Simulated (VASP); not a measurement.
# Se (Cmcm) in VASP: notebook

The runs below take Se through single point, with revPBE, PBE, LDA.

Everything below comes from runs of VASP 6.6.1. Logs are shortened: lines on timing, memory, paths and dates and some standing lists are left out, and cuts for length are marked.

### Step 1. The cell of the first run

Symmetry: Cmcm, No. 63, orthorhombic system. The conventional cell has a = 2.789 Å, b = 8.078 Å, c = 4.613 Å, α = 90.00°, β = 90.00°, γ = 90.00°. Within 3.3 Å of Se (site symmetry m2m) lie 4 Se at 2.53 to 2.79 Å.

### Step 2. Single point, revPBE

File INCAR:

```
PREC     = Accurate       # precision mode
ENCUT    = 520            # plane-wave cutoff, eV
EDIFF    = 1E-6           # SCF threshold, eV
ISMEAR   = -1             # smearing method
SIGMA    = 0.2585199978643553 # smearing width, eV
LREAL    = False          # projectors in reciprocal space
LASPH    = True           # aspherical terms in the spheres
NELM     = 80             # most SCF steps
ALGO     = Normal         # electronic algorithm
ISIF     = 2              # what is computed and relaxed
LWAVE    = False          # write WAVECAR
LCHARG   = False          # write CHGCAR
GGA      = RE             # functional
NBANDS   = 13             # bands
```

File KPOINTS:

```
Automatic mesh
0
Gamma
  6 6 4
```

File POSCAR:

```
Se
1.0
    1.3942694300     -4.0390027650      0.0000000000
    1.3942694300      4.0390027650      0.0000000000
    0.0000000000      0.0000000000      4.6134314000
Se
2
Direct
    0.9356553200      0.0643446800      0.2500000000
    0.0643446800      0.9356553200      0.7500000000
```

Potentials or basis: VASP PAW PBE potentials, release 64 (Se).

Started as:

```console
> cat potpaw_PBE.64/Se/POTCAR > POTCAR
> mpirun -np 1 vasp_std > vasp.out
```

OUTCAR:

```text
PREC = Accurate
   ENCUT = 520
   EDIFF = 1E-6
   ISMEAR = -1
   LREAL = False
   LASPH = True
   NELM = 80
   ISIF = 2
   GGA = RE

 ion  position               nearest neighbor table
   1  0.936  0.064  0.250-   2 2.53   2 2.53
   2  0.064  0.936  0.750-   1 2.53   1 2.53

  LATTYP: Found a base centered orthorhombic cell.
 ALAT       =     2.7885388600
 B/A-ratio  =     2.8968595869
 C/A-ratio  =     1.6544260746

  Lattice vectors:

 A1 = (   1.3942694300,  -4.0390027650,   0.0000000000)
 A2 = (   1.3942694300,   4.0390027650,   0.0000000000)
 A3 = (   0.0000000000,   0.0000000000,   4.6134314000)

Analysis of symmetry for initial positions (statically):
=====================================================================
 Subroutine PRICEL returns:
 Original cell was already a primitive cell.

 Routine SETGRP: Setting up the symmetry group for a
 base centered orthorhombic supercell.

 Subroutine GETGRP returns: Found  8 space group operations
 (whereof  4 operations were pure point group operations)
 out of a pool of  8 trial point group operations.

The static configuration has the point symmetry C_2h.
 The point group associated with its full space group is D_2h.

Analysis of symmetry for dynamics (positions and initial velocities):
=====================================================================
 Subroutine PRICEL returns:
 Original cell was already a primitive cell.

 Routine SETGRP: Setting up the symmetry group for a
 base centered orthorhombic supercell.

 Subroutine GETGRP returns: Found  8 space group operations
 (whereof  4 operations were pure point group operations)
 out of a pool of  8 trial point group operations.

The dynamic configuration has the point symmetry C_2h.
 The point group associated with its full space group is D_2h.

 Subroutine INISYM returns: Found  8 space group operations
 (whereof  4 operations are pure point group operations),
 and found     1 'primitive' translations

----------------------------------------------------------------------------------------

                                     Primitive cell

  volume of cell :      51.9607

  direct lattice vectors                    reciprocal lattice vectors
     1.394269430 -4.039002765  0.000000000     0.358610746 -0.123792933  0.000000000
     1.394269430  4.039002765  0.000000000     0.358610746  0.123792933  0.000000000
     0.000000000  0.000000000  4.613431400     0.000000000  0.000000000  0.216758398

  length of vectors
     4.272883169  4.272883169  4.613431400     0.379376274  0.379376274  0.216758398

  position of ions in fractional coordinates (direct lattice)
     0.935655320  0.064344680  0.250000000
     0.064344680  0.935655320  0.750000000

  ion indices of the primitive-cell ions
   primitive index   ion index
                 1           1
                 2           2

----------------------------------------------------------------------------------------

 KPOINTS: Automatic mesh

Automatic generation of k-mesh.
 Grid dimensions read from file:
 generate k-points for:    6    6    4

 Generating k-lattice:

  Cartesian coordinates                     Fractional coordinates (reciprocal lattice)
     0.059768458 -0.020632156  0.000000000     0.166666667 -0.000000000  0.000000000
     0.059768458  0.020632156  0.000000000    -0.000000000  0.166666667  0.000000000
     0.000000000  0.000000000  0.054189600     0.000000000  0.000000000  0.250000000

  Length of vectors
     0.063229379  0.063229379  0.054189600

  Shift w.r.t. Gamma in fractional coordinates (k-lattice)
     0.000000000  0.000000000  0.000000000

 Subroutine IBZKPT returns following result:
 ===========================================

 Found     39 irreducible k-points:

 Following reciprocal coordinates:
            Coordinates               Weight
  0.000000  0.000000  0.000000      1.000000
  0.166667  0.000000  0.000000      4.000000
  0.333333  0.000000  0.000000      4.000000
  0.500000  0.000000  0.000000      2.000000
  0.166667  0.166667  0.000000      2.000000
  0.333333  0.166667  0.000000      4.000000
[... 16 lines left out ...]
  0.333333  0.333333  0.250000      4.000000
  0.500000  0.333333  0.250000      8.000000
 [... further k-points ...]
   k-points           NKPTS =     39   k-points in BZ     NKDIM =     39   number of bands    NBANDS=     13
   number of dos      NEDOS =    301   number of ions     NIONS =      2
   total plane-waves  NPLWV =  36864
   dimension x,y,z NGX =    32 NGY =   32 NGZ =   36
   dimension x,y,z NGXF=    64 NGYF=   64 NGZF=   72
   ions per type =               2
   NGX,Y,Z   is equivalent  to a cutoff of  12.45, 12.45, 12.97 a.u.
   NGXF,Y,Z  is equivalent  to a cutoff of  24.90, 24.90, 25.95 a.u.
 SYSTEM =  unknown system
   PREC   = accura    normal or accurate (medium, high low for compatibility)
   ISTART =      0    job   : 0-new  1-cont  2-samecut
   ICHARG =      2    charge: 1-file 2-atom 10-const
[... 59 lines left out ...]

 k-point     1 :       0.0000    0.0000    0.0000
  band No.  band energies     occupation
      1     -12.5930      2.00000
      2      -8.6195      2.00000
      3      -3.2197      2.00000
      4       0.9680      1.99977
      5       1.1445      1.99954
      6       5.3727      0.00068
      7       5.7189      0.00018
      8       7.7545      0.00000
      9       8.9437      0.00000
     10      10.2808      0.00000
     11      12.3296      0.00000
     12      12.3412      0.00000
     13      16.1945      0.00000

 k-point     2 :       0.1667    0.0000    0.0000
  band No.  band energies     occupation
      1     -12.1712      2.00000
      2      -8.2205      2.00000
      3      -2.8446      2.00000
      4       0.8888      1.99983
      5       1.7444      1.99531
      6       2.4357      1.93414
      7       5.1291      0.00175
      8       5.9003      0.00009
      9       9.4450      0.00000
     10      11.0580      0.00000
     11      12.5666      0.00000
     12      14.3640      0.00000
     13      14.8011      0.00000

 k-point     3 :       0.3333    0.0000    0.0000
  band No.  band energies     occupation
      1     -11.0848      2.00000
      2      -7.1795      2.00000
      3      -1.9344      2.00000
      4      -1.5291      2.00000
      5       1.3877      1.99882
      6       1.6164      1.99714
      7       2.6755      1.84146
      8       6.3559      0.00002
      9       9.7677      0.00000
     10      10.2756      0.00000
     11      11.6133      0.00000
     12      12.7177      0.00000
     13      14.4541      0.00000

 k-point     4 :       0.5000    0.0000    0.0000
  band No.  band energies     occupation
      1     -10.3010      2.00000
      2      -6.4125      2.00000
      3      -3.2664      2.00000
      4      -1.3481      2.00000
      5      -0.2462      2.00000
      6       2.1294      1.97939
      7       2.9255      1.63067
      8       6.5946      0.00001
      9       8.3199      0.00000
     10       9.2089      0.00000
     11      11.6119      0.00000
     12      14.0330      0.00000
     13      14.4632      0.00000

 k-point     5 :       0.1667    0.1667    0.0000
  band No.  band energies     occupation
      1     -11.1309      2.00000
      2      -7.1429      2.00000
      3      -1.9827      2.00000
      4      -1.4783      2.00000
      5       1.3247      1.99907
      6       2.3245      1.95666
      7       2.3426      1.95358
      8       6.6839      0.00000
      9       9.7050      0.00000
     10      10.3950      0.00000
     11      10.6069      0.00000
     12      12.7538      0.00000
     13      13.7049      0.00000
[... 257 lines left out ...]
 k-point    22 :      -0.1667    0.1667    0.2500
  band No.  band energies     occupation
      1     -12.1623      2.00000
      2      -9.6022      2.00000
      3      -2.3078      2.00000
      4       0.4704      1.99997
      5       1.4631      1.99842
      6       5.1224      0.00180
      7       5.6117      0.00027
      8       7.3257      0.00000
      9       9.4721      0.00000
     10      10.4636      0.00000
     11      12.4357      0.00000
     12      13.5695      0.00000
     13      15.3070      0.00000

 k-point    23 :       0.3333    0.3333    0.2500
  band No.  band energies     occupation
      1     -10.5751      2.00000
      2      -8.1322      2.00000
      3      -1.5001      2.00000
      4      -1.3062      2.00000
      5       0.9318      1.99980
      6       1.2143      1.99940
      7       2.3059      1.95960
      8       6.5241      0.00001
      9      10.0450      0.00000
     10      11.9046      0.00000
     11      12.5680      0.00000
     12      14.1298      0.00000
     13      15.2966      0.00000

 k-point    24 :       0.5000    0.3333    0.2500
  band No.  band energies     occupation
      1     -11.5939      2.00000
      2      -9.1898      2.00000
      3      -2.4362      2.00000
      4       0.2320      1.99999
      5       1.3172      1.99910
      6       2.4772      1.92311
      7       4.6128      0.01284
      8       5.7500      0.00016
      9      12.1864      0.00000
     10      12.8720      0.00000
     11      14.0291      0.00000
     12      14.4789      0.00000
     13      16.0339      0.00000

 [... further k-points ...]
[... 5 lines left out ...]
  --------------------------------------------------------------------------------------
  -------------------------------------------------------------------------------------
  Total        2.4706333      0.4216352      0.1141085      0.0000000      0.0000000      0.0000000
  in kB       76.1805234     13.0008727      3.5184698      0.0000000      0.0000000      0.0000000
  external PRESSURE =      30.8999553 kB  Pullay stress =       0.0000000 kB

 VOLUME and BASIS-vectors are now :
 -----------------------------------------------------------------------------
  energy-cutoff  :      520.00
  volume of cell :       51.96
      direct lattice vectors                 reciprocal lattice vectors
     1.394269430 -4.039002765  0.000000000     0.358610746 -0.123792933  0.000000000
     1.394269430  4.039002765  0.000000000     0.358610746  0.123792933  0.000000000
     0.000000000  0.000000000  4.613431400     0.000000000  0.000000000  0.216758398

 POSITION                                       TOTAL-FORCE (eV/Angst)
 -----------------------------------------------------------------------------------
      1.39427     -3.51923      1.15336         0.000000     -0.235727     -0.000000
      1.39427      3.51923      3.46007         0.000000      0.235727      0.000000
 -----------------------------------------------------------------------------------
    total drift:                               -0.000000     -0.000000      0.000000

  FREE ENERGIE OF THE ION-ELECTRON SYSTEM (eV)
  ---------------------------------------------------
  free  energy   TOTEN  =        -6.1299991236 eV

  energy  without entropy=       -5.9379826406  energy(sigma->0) =       -6.03399088
```

Wall time 36 s (1 thread of Intel Xeon Platinum 8375C at 2.90GHz (Ice Lake), shared host); peak memory 0.18 GiB.

What came out:

```
Free energy            : -6.1300 eV
Pressure               : 3.1 GPa
Largest force          : 0.236 eV/Å
Band gap on the k mesh : zero (band 6 reaches 5.41 eV, above the bottom of band 7 at 2.31 eV)
```

Forces in eV/Å, atoms in the order of the input:
```
Se   0.000 -0.236  0.000
Se   0.000  0.236  0.000
```

Stress tensor (GPa, compression positive):
```
7.62 0.00 0.00
0.00 1.30 0.00
0.00 0.00 0.35
```

Caveat: the k points lie up to 0.40 Å⁻¹ apart; the PAW data sets were made with another functional, which shifts forces and pressure a little.

### Step 3. Single point, PBE

File INCAR:

```
SYSTEM = Se
PREC     = Accurate       ! precision mode
ENCUT    = 520            ! plane-wave cutoff, eV
EDIFF    = 1E-7           ! SCF threshold, eV
ISMEAR   = -1             ! smearing method
SIGMA    = 0.014          ! smearing width, eV
LREAL    = .FALSE.        ! projectors in reciprocal space
LASPH    = .TRUE.         ! aspherical terms in the spheres
NELM     = 60             ! most SCF steps
ALGO     = Normal         ! electronic algorithm
ISIF     = 2              ! what is computed and relaxed
LWAVE    = .FALSE.        ! write WAVECAR
LCHARG   = .FALSE.        ! write CHGCAR
GGA      = PE             ! functional
NBANDS   = 13             ! bands
```

File KPOINTS:

```
Automatic mesh
0
G
  6 6 4
  0 0 0
```

POSCAR is that of step 2.

Potentials or basis: VASP PAW PBE potentials, release 64 (Se).

Started as:

```console
> cat potpaw_PBE.64/Se/POTCAR > POTCAR
> mpirun -np 1 vasp_std > vasp.out
```

Wall time 31 s (1 thread of Intel Xeon Platinum 8375C at 2.90GHz (Ice Lake), shared host); peak memory 0.18 GiB.

Results (log left out):

```yaml
Free_energy: -6.6531 eV
Pressure: 1.6 GPa
Largest_force: 0.341 eV/Å
Band_gap_on_the_k_mesh: zero (band 6 reaches 5.31 eV, above the bottom of band 7 at 2.22 eV)
```

Forces on the atoms (eV/Å):
```
Se   0.000 -0.341  0.000
Se   0.000  0.341  0.000
```

Stress tensor (GPa, compression positive):
```
 5.36  0.00  0.00
 0.00 -0.07  0.00
 0.00  0.00 -0.43
```

Levels at points of the mesh, in eV from the Fermi level:
```tsv
k point	band 2	band 3	band 4	band 5	band 6	band 7	band 8	band 9	band 10	band 11
(0.00, 0.00, 0.00)	-11.95	-6.52	-2.31	-2.12	2.05	2.41	4.41	5.52	6.91	8.95
(0.50, 0.00, 0.00)	-9.74	-6.60	-4.63	-3.59	-1.13	-0.34	3.28	4.98	5.83	8.27
(0.50, 0.50, 0.00)	-12.16	-6.21	-4.21	-2.09	0.73	1.86	4.51	8.46	10.87	10.90
(0.00, 0.00, 0.50)	-14.47	-3.72	-3.72	0.27	0.27	3.08	3.08	4.95	4.95	10.58
(0.50, 0.00, 0.50)	-12.18	-5.38	-5.38	-2.52	-2.52	2.41	2.41	5.34	5.34	9.29
(0.50, 0.50, 0.50)	-14.28	-5.24	-5.24	0.98	0.98	2.98	2.98	8.04	8.04	10.21
```

Caveat: the k points lie up to 0.40 Å⁻¹ apart.

### Step 4. Single point, LDA

File INCAR:

```
PREC = Accurate ; ENCUT = 520
EDIFF = 1E-6 ; ISMEAR = 0
SIGMA = 0.1 ; LREAL = F
LASPH = T ; NELM = 100
ALGO = Normal ; ISIF = 2
LWAVE = F ; LCHARG = F
GGA = CA ; NBANDS = 13
```

File KPOINTS:

```
Automatic mesh
0
Gamma
  6 6 4
```

POSCAR is that of step 3.

Potentials or basis: VASP PAW LDA potentials, release 64 (Se).

Started as:

```console
> cat potpaw_LDA.64/Se/POTCAR > POTCAR
> mpirun -np 1 vasp_std > vasp.out
```

Wall time 26 s (1 thread of Intel Xeon Platinum 8375C at 2.90GHz (Ice Lake), shared host); peak memory 0.15 GiB.

Results (log left out):

```
Free energy            : -7.9732 eV
Pressure               : -2.5 GPa
Largest force          : 0.404 eV/Å
Band gap on the k mesh : zero (band 6 reaches 5.26 eV, above the bottom of band 7 at 2.17 eV)
```

Forces in eV/Å, atoms in the order of the input:
```
Se   0.000 -0.404  0.000
Se   0.000  0.404  0.000
```

Stress tensor (GPa, compression positive):
```
 1.23  0.00  0.00
 0.00 -2.81  0.00
 0.00  0.00 -5.78
```

Levels at points of the mesh, in eV from the Fermi level:
```
           k point  band 2  band 3  band 4  band 5  band 6  band 7  band 8  band 9  band 10  band 11
(0.00, 0.00, 0.00)  -11.93   -6.51   -2.29   -2.09    2.04    2.38    4.39    5.30     6.76     8.78
(0.50, 0.00, 0.00)   -9.74   -6.59   -4.61   -3.55   -1.12   -0.29    3.24    4.95     5.69     8.21
(0.50, 0.50, 0.00)  -12.15   -6.19   -4.25   -2.05    0.67    1.85    4.49    8.47    10.64    10.70
(0.00, 0.00, 0.50)  -14.45   -3.68   -3.68    0.23    0.23    3.07    3.07    4.81     4.81    10.60
(0.50, 0.00, 0.50)  -12.18   -5.36   -5.36   -2.49   -2.49    2.37    2.37    5.25     5.25     9.20
(0.50, 0.50, 0.50)  -14.26   -5.25   -5.25    0.97    0.97    2.97    2.97    7.96     7.96    10.21
```

Caveat: the k points lie up to 0.40 Å⁻¹ apart.

### Step 5. Single point, PBE

File INCAR:

```
  PREC = Accurate
  ENCUT = 520
  EDIFF = 1E-6
  ISMEAR = 0
  SIGMA = 0.1
  LREAL = False
  LASPH = True
  NELM = 100
  ALGO = Normal
  ISIF = 2
  LWAVE = False
  LCHARG = False
  GGA = PE
  NBANDS = 13
```

File KPOINTS:

```
regular mesh
0
Gamma
  6 6 4
```

File POSCAR:

```
Se
1.0
    1.3942694300     -4.0390027650      0.0000000000
    1.3942694300      4.0390027650      0.0000000000
    0.0000000000      0.0000000000      4.6134314000
Se
2
Direct
    0.9397601946      0.0602398054      0.2500000000
    0.0602398054      0.9397601946      0.7500000000
```

Potentials or basis: VASP PAW PBE potentials, release 64 (Se).

Started as:

```console
> cat potpaw_PBE.64/Se/POTCAR > POTCAR
> mpirun -np 1 vasp_std > vasp.out
```

It took 30 s on 1 thread of Intel Xeon Platinum 8375C at 2.90GHz (Ice Lake), shared host; peak memory 0.18 GiB.

It converged, with:

```yaml
Free_energy: -6.6661 eV
Pressure: 2.5 GPa
Largest_force: 0.006 eV/Å
Band_gap_on_the_k_mesh: zero (band 6 reaches 5.33 eV, above the bottom of band 7 at 2.05 eV)
```

Forces in eV/Å, atoms in the order of the input:
```
Se   0.000  0.006  0.000
Se   0.000 -0.006  0.000
```

Stress tensor (GPa, compression positive):
```
5.20 0.00 0.00
0.00 1.07 0.00
0.00 0.00 1.23
```

Levels at points of the mesh, in eV from the Fermi level:
```
           k point  band 2  band 3  band 4  band 5  band 6  band 7  band 8  band 9  band 10  band 11
(0.00, 0.00, 0.00)  -11.79   -6.62   -2.23   -2.04    2.04    2.76    4.57    5.48     7.30     8.99
(0.50, 0.00, 0.00)   -9.55   -6.59   -4.77   -3.43   -1.20   -0.10    3.64    4.99     5.79     8.53
(0.50, 0.50, 0.00)  -11.96   -6.34   -4.24   -1.89    1.12    1.86    4.65    8.48    10.82    11.10
(0.00, 0.00, 0.50)  -14.44   -3.60   -3.60    0.46    0.46    3.13    3.13    4.89     4.89    10.61
(0.50, 0.00, 0.50)  -12.17   -5.32   -5.32   -2.38   -2.38    2.52    2.52    5.44     5.44     9.42
(0.50, 0.50, 0.50)  -14.26   -5.07   -5.07    0.98    0.98    3.03    3.03    8.22     8.22    10.26
```

Caveat: the k points lie up to 0.40 Å⁻¹ apart.

### Step 6. Summary

```tsv
level	potentials or basis	smearing	gap on the mesh (eV)	pressure (GPa)	largest force (eV/Å)
revPBE	VASP PAW PBE potentials, release 64 (Se)	fermi-dirac 0.25852 eV	none	3.1	0.24
PBE	VASP PAW PBE potentials, release 64 (Se)	fermi-dirac 0.014 eV	none	1.6	0.34
LDA	VASP PAW LDA potentials, release 64 (Se)	gaussian 0.1 eV	none	-2.5	0.40
PBE	VASP PAW PBE potentials, release 64 (Se)	gaussian 0.1 eV	none	2.5	0.01
```

Some of these runs hold the atoms at other places in the same cell, which the table doesn't show; runs alike in all that it shows share one row.

Alike in all rows: task single point; no spin polarisation; cell as given; k mesh 6 × 6 × 4; cutoff (eV) 520.

Caveats: all runs use coarse meshes; the PAW data sets were made with another functional, which shifts forces and pressure a little (some runs).

Absolute energies hang on the potentials; compare differences alone.
